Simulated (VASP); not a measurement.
A run of VASP 6.6.1:

The input INCAR:

```
SYSTEM = V
PREC = Accurate
ENCUT = 520
EDIFF = 1E-7
ISMEAR = -1
SIGMA = 0.05
LREAL = .False.
LASPH = .True.
NELM = 150
ALGO = Normal
ISIF = 2
LWAVE = .False.
LCHARG = .False.
ISPIN = 2
MAGMOM = 2
LORBIT = 11
LMAXMIX = 4
GGA = PS
NBANDS = 16
```

Contents of KPOINTS:

```
regular mesh
0
Gamma
  12 12 12
  0 0 0
```

Contents of POSCAR:

```
V
1.0
   -1.5143500000      1.5143500000      1.5143500000
    1.5143500000     -1.5143500000      1.5143500000
    1.5143500000      1.5143500000     -1.5143500000
V
1
Direct
    0.0000000000      0.0000000000      0.0000000000
```

Potentials or basis: VASP PAW PBE potentials, release 64 (V_sv).

Run with:

```console
$ cat potpaw_PBE.64/V_sv/POTCAR > POTCAR
$ mpirun -np 1 vasp_std > vasp.out
```

Hardware: 1 thread of AMD EPYC 7R43 64-Core Processor (Zen 3) (shared host).

Problem. Estimate the wall time of this run.

Solution. Wall time 43 s on 1 thread of AMD EPYC 7R43 64-Core Processor (Zen 3) (shared host), peak memory 0.11 GiB. Counts: scf iterations 16, k points 72.
